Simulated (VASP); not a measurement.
# AlAs (F-43m) in VASP: notebook

The runs below take AlAs through single point, with r2SCAN.

All numbers are computed with VASP 6.6.1; they aren't measurements. Logs are shortened: lines on timing, memory, paths and dates and some standing lists are left out, and cuts for length are marked.

**1. The cell of the first run**

The structure is cubic, space group F-43m (No. 216). Conventional cell: a = 5.735 Å, b = 5.735 Å, c = 5.735 Å, α = 90.00°, β = 90.00°, γ = 90.00°. Al (site symmetry -43m) has 4 As at 2.48 Å within 3.3 Å. As (site symmetry -43m) has 4 Al at 2.48 Å within 3.3 Å.

**2. Single point, r2SCAN**

Input file POSCAR:

```
AlAs
1.0
    0.0000000000      2.8676463766      2.8676463766
    2.8676463766      0.0000000000      2.8676463766
    2.8676463766      2.8676463766      0.0000000000
Al As
1 1
Direct
    0.0000000000      0.0000000000      0.0000000000
    0.2500000000      0.2500000000      0.2500000000
```

Input file INCAR.step1:

```
SYSTEM = AlAs
ALGO = Normal
EDIFF = 1E-5
ENCUT = 550
GGA = PE
GGA_COMPAT = .FALSE.
ISMEAR = 0
LASPH = .TRUE.
LCHARG = .FALSE.
LREAL = .FALSE.
LWAVE = .TRUE.
NBANDS = 11
NELM = 120
PREC = Accurate
SIGMA = 0.01
```

Input file INCAR.step2:

```
SYSTEM = AlAs
ALGO = Normal
EDIFF = 1E-6
ENCUT = 550
GGA_COMPAT = .FALSE.
ISIF = 2
ISMEAR = 0
ISTART = 1
LASPH = .TRUE.
LCHARG = .FALSE.
LMIXTAU = .TRUE.
LREAL = .FALSE.
LWAVE = .FALSE.
METAGGA = R2SCAN
NBANDS = 11
NELM = 120
PREC = Accurate
SIGMA = 0.01
```

Input file KPOINTS:

```
k-points
0
G
  6 6 6
  0 0 0
```

Potentials or basis: VASP PAW PBE potentials, release 64 (Al, As).

Command:

```console
cat potpaw_PBE.64/Al/POTCAR potpaw_PBE.64/As/POTCAR > POTCAR
cp INCAR.step1 INCAR
mpirun -np 1 vasp_std > vasp.out
cp INCAR.step2 INCAR
mpirun -np 1 vasp_std > vasp.out
```

OUTCAR:

```text
SYSTEM = AlAs
   EDIFF = 1E-6
   ENCUT = 550
   ISIF = 2
   ISMEAR = 0
   ISTART = 1
   LASPH = .TRUE.
   LREAL = .FALSE.
   METAGGA = R2SCAN
   NELM = 120
   PREC = Accurate

 ion  position               nearest neighbor table
   1  0.000  0.000  0.000-   2 2.48   2 2.48   2 2.48   2 2.48
   2  0.250  0.250  0.250-   1 2.48   1 2.48   1 2.48   1 2.48

  LATTYP: Found a face centered cubic cell.
 ALAT       =     5.7352927532

  Lattice vectors:

 A1 = (   0.0000000000,   2.8676463766,   2.8676463766)
 A2 = (   2.8676463766,   0.0000000000,   2.8676463766)
 A3 = (   2.8676463766,   2.8676463766,   0.0000000000)

Analysis of symmetry for initial positions (statically):
=====================================================================
 Subroutine PRICEL returns:
 Original cell was already a primitive cell.

 Routine SETGRP: Setting up the symmetry group for a
 face centered cubic supercell.

 Subroutine GETGRP returns: Found 24 space group operations
 (whereof 24 operations were pure point group operations)
 out of a pool of 48 trial point group operations.

The static configuration has the point symmetry T_d .

Analysis of symmetry for dynamics (positions and initial velocities):
=====================================================================
 Subroutine PRICEL returns:
 Original cell was already a primitive cell.

 Routine SETGRP: Setting up the symmetry group for a
 face centered cubic supercell.

 Subroutine GETGRP returns: Found 24 space group operations
 (whereof 24 operations were pure point group operations)
 out of a pool of 48 trial point group operations.

The dynamic configuration has the point symmetry T_d .

 Subroutine INISYM returns: Found 24 space group operations
 (whereof 24 operations are pure point group operations),
 and found     1 'primitive' translations

----------------------------------------------------------------------------------------

                                     Primitive cell

  volume of cell :      47.1636

  direct lattice vectors                    reciprocal lattice vectors
     0.000000000  2.867646377  2.867646377    -0.174359016  0.174359016  0.174359016
     2.867646377  0.000000000  2.867646377     0.174359016 -0.174359016  0.174359016
     2.867646377  2.867646377  0.000000000     0.174359016  0.174359016 -0.174359016

  length of vectors
     4.055464398  4.055464398  4.055464398     0.301998674  0.301998674  0.301998674

  position of ions in fractional coordinates (direct lattice)
     0.000000000  0.000000000  0.000000000
     0.250000000  0.250000000  0.250000000

  ion indices of the primitive-cell ions
   primitive index   ion index
                 1           1
                 2           2

----------------------------------------------------------------------------------------

 KPOINTS: k-points

Automatic generation of k-mesh.
 Grid dimensions read from file:
 generate k-points for:    6    6    6

 Generating k-lattice:

  Cartesian coordinates                     Fractional coordinates (reciprocal lattice)
    -0.029059836  0.029059836  0.029059836     0.166666667  0.000000000  0.000000000
     0.029059836 -0.029059836  0.029059836     0.000000000  0.166666667  0.000000000
     0.029059836  0.029059836 -0.029059836     0.000000000  0.000000000  0.166666667

  Length of vectors
     0.050333112  0.050333112  0.050333112

  Shift w.r.t. Gamma in fractional coordinates (k-lattice)
     0.000000000  0.000000000  0.000000000

 Subroutine IBZKPT returns following result:
 ===========================================

 Found     16 irreducible k-points:

 Following reciprocal coordinates:
            Coordinates               Weight
  0.000000  0.000000  0.000000      1.000000
  0.166667  0.000000  0.000000      8.000000
  0.333333  0.000000  0.000000      8.000000
  0.500000  0.000000  0.000000      4.000000
  0.166667  0.166667  0.000000      6.000000
  0.333333  0.166667  0.000000     24.000000
[... 8 lines left out ...]
 -0.333333  0.333333  0.166667     24.000000
 -0.333333  0.500000  0.166667     12.000000
   k-points           NKPTS =     16   k-points in BZ     NKDIM =     16   number of bands    NBANDS=     11
   number of dos      NEDOS =    301   number of ions     NIONS =      2
   total plane-waves  NPLWV =  32768
   dimension x,y,z NGX =    32 NGY =   32 NGZ =   32
   dimension x,y,z NGXF=    64 NGYF=   64 NGZF=   64
   ions per type =               1   1
   NGX,Y,Z   is equivalent  to a cutoff of  13.12, 13.12, 13.12 a.u.
   NGXF,Y,Z  is equivalent  to a cutoff of  26.24, 26.24, 26.24 a.u.
 SYSTEM =  AlAs
   PREC   = accura    normal or accurate (medium, high low for compatibility)
   ISTART =      1    job   : 0-new  1-cont  2-samecut
   ICHARG =      0    charge: 1-file 2-atom 10-const
   ISPIN  =      1    spin polarized calculation?
   LNONCOLLINEAR =      F non collinear calculations
   LSORBIT =      F    spin-orbit coupling
   LASPH  =      T    aspherical Exc in radial PAW
   ENCUT  =  550.0 eV  40.42 Ry    6.36 a.u.   7.75  7.75  7.75*2*pi/ulx,y,z
   NELM   =    120;   NELMIN=  2; NELMDL=  0     # of ELM steps
   EDIFF  = 0.1E-05   stopping-criterion for ELM
   LREAL  =      F    real-space projection
   EDIFFG = 0.1E-04   stopping-criterion for IOM
   NSW    =      0    number of steps for IOM
   IBRION =     -1    ionic relax: 0-MD 1-quasi-New 2-CG
   NFREE  =      0    steps in history (QN), initial steepest desc. (CG)
   ISIF   =      2    stress and relaxation
   ISYM   =      2    0-nonsym 1-usesym 2-fastsym
   POTIM  = 0.5000    time-step for ionic-motion
   TEBEG  =    0.0;   TEEND  =   0.0 temperature during run
   PSTRESS=    0.0 pullay stress
   NELECT =       8.0000    total number of electrons
   NUPDOWN=      -1.0000    fix difference up-down
   EMIN   =  10.00;   EMAX   =-10.00  energy-range for DOS
   EFERMI =   0.00;   METHOD = LEGACY
   ISMEAR =     0;   SIGMA  =   0.01  broadening in eV -4-tet -1-fermi 0-gaus
   EFERMI_NEDOS =   21; number of points for ismear=-14 and -15
   IALGO  =     38    algorithm
   IMIX   =      4    mixing-type and parameters
     AMIX     =   0.40;   BMIX     =  1.00
     AMIX_MAG =   1.60;   BMIX_MAG =  1.00
  volume/ion in A,a.u.               =      23.58       159.14
  Fermi-wavevector in a.u.,A,eV,Ry     =   0.906225  1.712516 11.173692  0.821243
  Thomas-Fermi vector in A             =   2.029887
   LORBIT       =      0    0 simple, 1 ext, 2 COOP (PROOUT), +10 PAW based schemes
   METAGGA = R2SCAN    functional components
   LHFCALC =     F    Hartree Fock is set to
   AEXX    =    0.0000 exact exchange contribution
   IVDW    =     0    specifies the selected vdW correction
   LEPSILON=     F    determine dielectric tensor
   LRPA    =     F    only Hartree local field effects (RPA)
 non-spin polarized calculation
 Gauss-broadening in eV      SIGMA  =   0.01
  energy-cutoff  :      550.00
  volume of cell :       47.16
 maximum number of plane-waves:      1411
   NGX = 15   NGY = 15   NGZ = 15

 number of electron       8.0000000 magnetization

 Free energy of the ion-electron system (eV)
  ---------------------------------------------------
  ext. energy  EPLUGINS =         0.00000000
  ---------------------------------------------------
  free energy    TOTEN  =       -22.67701531 eV

  energy without entropy =      -22.67701531  energy(sigma->0) =      -22.67701531

 E-fermi :   3.4018     XC(G=0):  -9.2927

 val. band max:        3.3423328836   @ k =   0.0000   0.0000   0.0000
 cond. band min:       5.1894371990   @ k =   0.5000   0.5000   0.0000
 fundamental gap:      1.8471043153
 Fermi energy:         3.4017625188

 k-point     1 :       0.0000    0.0000    0.0000
  band No.  band energies     occupation
      1      -8.7564      2.00000
      2       3.3423      2.00000
      3       3.3423      2.00000
      4       3.3423      2.00000
      5       5.7144      0.00000
      6       7.9767      0.00000
      7       7.9767      0.00000
      8       7.9767      0.00000
      9      12.7835      0.00000
     10      12.7835      0.00000
     11      12.8453      0.00000

 k-point     2 :       0.1667    0.0000    0.0000
  band No.  band energies     occupation
      1      -8.4893      2.00000
      2       1.2921      2.00000
      3       3.0836      2.00000
      4       3.0836      2.00000
      5       6.4894      0.00000
      6       8.4172      0.00000
      7       8.4172      0.00000
      8       8.8770      0.00000
      9      12.0443      0.00000
     10      12.0443      0.00000
     11      13.7238      0.00000

 k-point     3 :       0.3333    0.0000    0.0000
  band No.  band energies     occupation
      1      -7.8192      2.00000
      2      -1.1095      2.00000
      3       2.6827      2.00000
      4       2.6827      2.00000
      5       6.0552      0.00000
      6       8.5819      0.00000
      7       8.5819      0.00000
      8      11.2796      0.00000
      9      12.8743      0.00000
     10      12.8743      0.00000
     11      13.2945      0.00000

 k-point     4 :       0.5000    0.0000    0.0000
  band No.  band energies     occupation
      1      -7.3603      2.00000
      2      -2.1822      2.00000
      3       2.5190      2.00000
      4       2.5190      2.00000
      5       5.8296      0.00000
      6       8.4101      0.00000
      7       8.4101      0.00000
      8      11.6437      0.00000
      9      15.0686      0.00000
     10      15.5230      0.00000
     11      15.5230      0.00000
[... 127 lines left out ...]
 k-point    14 :       0.5000    0.3333    0.1667
  band No.  band energies     occupation
      1      -7.3024      2.00000
      2      -1.2734      2.00000
      3       0.6795      2.00000
      4       1.7310      2.00000
      5       7.3853      0.00000
      6       8.2380      0.00000
      7       8.9104      0.00000
      8      11.6852      0.00000
      9      13.0555      0.00000
     10      14.5916      0.00000
     11      16.9062      0.00000

 k-point    15 :      -0.3333    0.3333    0.1667
  band No.  band energies     occupation
      1      -6.9545      2.00000
      2      -1.7527      2.00000
      3       0.2337      2.00000
      4       1.3610      2.00000
      5       7.6379      0.00000
      6       8.3224      0.00000
      7      10.4195      0.00000
      8      11.2173      0.00000
      9      12.1396      0.00000
     10      15.3994      0.00000
     11      16.5924      0.00000

 k-point    16 :      -0.3333    0.5000    0.1667
  band No.  band energies     occupation
      1      -6.7980      2.00000
      2      -1.8299      2.00000
      3       0.4596      2.00000
      4       0.7185      2.00000
      5       6.8940      0.00000
      6       7.8172      0.00000
      7      10.9112      0.00000
      8      11.5825      0.00000
      9      14.4758      0.00000
     10      16.0677      0.00000
     11      16.5205      0.00000

------------------------ aborting loop because EDIFF is reached ----------------------------------------

  FORCE on cell =-STRESS in cart. coord.  units (eV):
  Direction    XX          YY          ZZ          XY          YZ          ZX
  --------------------------------------------------------------------------------------
  -------------------------------------------------------------------------------------
  Total       -0.6450994     -0.6450994     -0.6450994      0.0000000      0.0000000      0.0000000
  in kB      -21.9144424    -21.9144424    -21.9144424      0.0000000      0.0000000      0.0000000
  external PRESSURE =     -21.9144424 kB  Pullay stress =       0.0000000 kB

 VOLUME and BASIS-vectors are now :
 -----------------------------------------------------------------------------
  energy-cutoff  :      550.00
  volume of cell :       47.16
      direct lattice vectors                 reciprocal lattice vectors
     0.000000000  2.867646377  2.867646377    -0.174359016  0.174359016  0.174359016
     2.867646377  0.000000000  2.867646377     0.174359016 -0.174359016  0.174359016
     2.867646377  2.867646377  0.000000000     0.174359016  0.174359016 -0.174359016

 POSITION                                       TOTAL-FORCE (eV/Angst)
 -----------------------------------------------------------------------------------
      0.00000      0.00000      0.00000         0.000000      0.000000      0.000000
      1.43382      1.43382      1.43382        -0.000000     -0.000000     -0.000000
 -----------------------------------------------------------------------------------
    total drift:                                0.000000      0.000000      0.000000

  FREE ENERGIE OF THE ION-ELECTRON SYSTEM (eV)
  ---------------------------------------------------
  free  energy   TOTEN  =       -22.6770153058 eV

  energy  without entropy=      -22.6770153058  energy(sigma->0) =      -22.67701531
```

Run time: 28 s. Hardware: 1 thread of AMD EPYC 9R45 (Zen 5), shared host; peak memory 0.15 GiB.

Results:

| Item | Value |
| --- | --- |
| Free energy | -22.6770 eV |
| Pressure | -2.2 GPa |
| Band gap on the k mesh | 1.85 eV, indirect (least direct gap 2.37 eV) |

Caveat: the PAW data sets were made with another functional, which shifts forces and pressure a little. r2SCAN opens gaps a little over a GGA but as a rule still falls short of measured ones.

**3. Single point, r2SCAN**

This run uses another cell than the first one, of 24.26 Å³/atom, 1.029 times its volume.

Input file POSCAR:

```
AlAs
1.0
    0.0000000000      2.8949589383      2.8949589383
    2.8949589383      0.0000000000      2.8949589383
    2.8949589383      2.8949589383      0.0000000000
Al As
1 1
Direct
    0.0000000000      0.0000000000      0.0000000000
    0.2500000000      0.2500000000      0.2500000000
```

Input file INCAR.step1:

```
SYSTEM = AlAs
PREC = Accurate
ENCUT = 550
ISMEAR = 0
SIGMA = 0.01
LREAL = .FALSE.
LASPH = .TRUE.
NELM = 120
NBANDS = 11
GGA = PE
ALGO = Normal
EDIFF = 1E-5
LWAVE = .TRUE.
LCHARG = .FALSE.
GGA_COMPAT = .FALSE.
```

Input file INCAR.step2:

```
SYSTEM = AlAs
PREC = Accurate
ENCUT = 550
EDIFF = 1E-6
ISMEAR = 0
SIGMA = 0.01
LREAL = .FALSE.
LASPH = .TRUE.
NELM = 120
ALGO = Normal
ISIF = 2
LWAVE = .FALSE.
LCHARG = .FALSE.
METAGGA = R2SCAN
LMIXTAU = .TRUE.
NBANDS = 11
ISTART = 1
GGA_COMPAT = .FALSE.
```

Input file KPOINTS:

```
Automatic mesh
0
G
  6 6 6
  0 0 0
```

Potentials or basis: VASP PAW PBE potentials, release 64 (Al, As).

Command:

```console
cat potpaw_PBE.64/Al/POTCAR potpaw_PBE.64/As/POTCAR > POTCAR
cp INCAR.step1 INCAR
mpirun -np 1 vasp_std > vasp.out
cp INCAR.step2 INCAR
mpirun -np 1 vasp_std > vasp.out
```

It took 27 s on 1 thread of AMD EPYC 9R45 (Zen 5), shared host; peak memory 0.15 GiB.

It converged, with:

```
Free energy            : -22.6505 eV
Pressure               : -4.0 GPa
Band gap on the k mesh : 1.89 eV, indirect (least direct gap 2.13 eV)
```

Levels at points of the mesh, in eV from the valence-band top:
```
           k point  band 2  band 3  band 4  band 5  band 6  band 7
(0.00, 0.00, 0.00)    0.00    0.00    0.00    2.13    4.58    4.58
(0.50, 0.00, 0.00)   -5.40   -0.80   -0.80    2.37    5.04    5.04
(0.50, 0.50, 0.00)   -5.31   -2.09   -2.09    1.89    2.66   10.62
```

Caveat: the PAW data sets were made with another functional, which shifts forces and pressure a little.
